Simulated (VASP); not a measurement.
Write the native input for VASP 6.6.1 that does the following.

```
Task                   : relaxation of cell and atoms
Functional             : LDA
Potentials or basis    : VASP PAW LDA potentials, release 64 (Hf_pv)
Cutoff                 : 600 eV
k mesh                 : 16 × 16 × 8
Occupations            : gaussian, width 0.05 eV
Spin                   : no spin polarisation
Dipole correction      : no
Further INCAR settings : ALGO = Normal; EDIFF = 1e-07; IBRION = 2; EDIFFG = -0.01; NSW = 80; ISIF = 3
```

The structure of Hf lies in POSCAR:

```
Hf
1.0
    3.2000000000      0.0000000000      0.0000000000
   -1.6000000000      2.7712812921      0.0000000000
    0.0000000000      0.0000000000      5.0624000000
Hf
2
Direct
    0.3333333333      0.6666666667      0.7500000000
    0.6666666667      0.3333333333      0.2500000000
```

One way to write it, as run:

INCAR

```
  PREC = Accurate
  ENCUT = 600
  EDIFF = 1E-7
  ISMEAR = 0
  SIGMA = 0.05
  LREAL = False
  LASPH = True
  NELM = 60
  ALGO = Normal
  ISIF = 3
  LWAVE = False
  LCHARG = False
  GGA = CA
  IBRION = 2
  NSW = 80
  EDIFFG = -0.01
```

KPOINTS

```
regular mesh
0
Gamma
  16 16 8
```

Potentials or basis: VASP PAW LDA potentials, release 64 (Hf_pv).

The run is started by

```console
$ cat potpaw_LDA.64/Hf_pv/POTCAR > POTCAR
$ mpirun -np 1 vasp_std > vasp.out
```

It gave:

```yaml
Relaxed_volume: 20.83 Å³/atom
Relaxed_cell: a = 3.123 Å, b = 3.123 Å, c = 4.933 Å, α = 90.00°, β = 90.00°, γ = 120.00°
Space_group_after_relaxing_to_0.05_Å: P6_3/mmc (No. 194)
Energy_gained_by_relaxing: 42.1 meV/atom
Ionic_steps: 4
Pressure_after_relaxing: 0.0 GPa
Band_gap_on_the_k_mesh: zero (band 10 reaches 6.43 eV, above the bottom of band 11 at 5.00 eV)
```

Caveat: spin-orbit coupling is left out, which moves the levels of the heavy elements.

It took 3.1 min on 1 thread of Intel(R) Xeon(R) Platinum 8488C (Sapphire Rapids) (shared host), peak memory 0.24 GiB.
